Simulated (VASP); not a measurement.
The system is SiO2.

```
CELL_PARAMETERS angstrom
4.11412 0.00000 0.00000
0.00000 5.08125 0.00000
0.00000 0.00000 4.52716
ATOMIC_POSITIONS crystal
Si 0.50000 0.34769 0.75000
Si 0.00000 0.15231 0.25000
Si 0.50000 0.65231 0.25000
Si 0.00000 0.84769 0.75000
O 0.26910 0.61758 0.57997
O 0.76910 0.88242 0.42003
O 0.23090 0.88242 0.07997
O 0.73090 0.61758 0.92003
O 0.26910 0.38242 0.07997
O 0.76910 0.11758 0.92003
O 0.23090 0.11758 0.57997
O 0.73090 0.38242 0.42003
```

```yaml
Program: VASP 6.6.1
Task: relaxation of cell and atoms
Functional: r2SCAN
Potentials_or_basis: VASP PAW PBE potentials, release 64 (Si, O)
Cutoff: 600 eV
k_mesh: 6 × 4 × 4
Occupations: gaussian, width 0.1 eV
Spin: no spin polarisation
```

At the start: pressure -9.7 GPa; volume 7.89 Å³/atom.

Problem. How do energy, volume and symmetry change on relaxing?

Solution. Over 6 steps the energy falls by 7.4 meV/atom and the volume is 7.65 Å³/atom (-3.0 %); space group Pbcn (No. 60, to 0.1 Å) before and after.

The path:
| step | energy change (eV) | largest force (eV/Å) | pressure (GPa) | volume (Å³) |
| --- | --- | --- | --- | --- |
| 1 | 0.0000 | 0.1064 | -9.73 | 94.64 |
| 2 | 0.0842 | 0.3956 | 15.26 | 88.23 |
| 3 | -0.0874 | 0.1114 | -0.18 | 91.90 |
| 4 | -0.0874 | 0.1149 | 0.03 | 91.85 |
| 5 | -0.0886 | 0.0678 | 0.15 | 91.73 |
| 6 | -0.0891 | 0.0211 | 0.11 | 91.77 |

Final structure:
```
Si O
1.0
     4.07246    0.00000    0.00000
     0.00000    5.02777    0.00000
     0.00000    0.00000    4.48199
Si O
4 8
Cartesian
  2.0362 1.7474 3.3615
  0.0000 0.7665 1.1205
  2.0362 3.2804 1.1205
  0.0000 4.2613 3.3615
  1.0952 3.1073 2.6010
  3.1315 4.4344 1.8810
  0.9410 4.4344 0.3600
  2.9772 3.1073 4.1220
  1.0952 1.9205 0.3600
  3.1315 0.5934 4.1220
  0.9410 0.5934 2.6010
  2.9772 1.9205 1.8810
```

Caveat: the PAW data sets were made with another functional, which shifts forces and pressure a little; the relaxation stopped at a loose force limit of 0.05 eV/Å, so its end isn't a converged minimum.
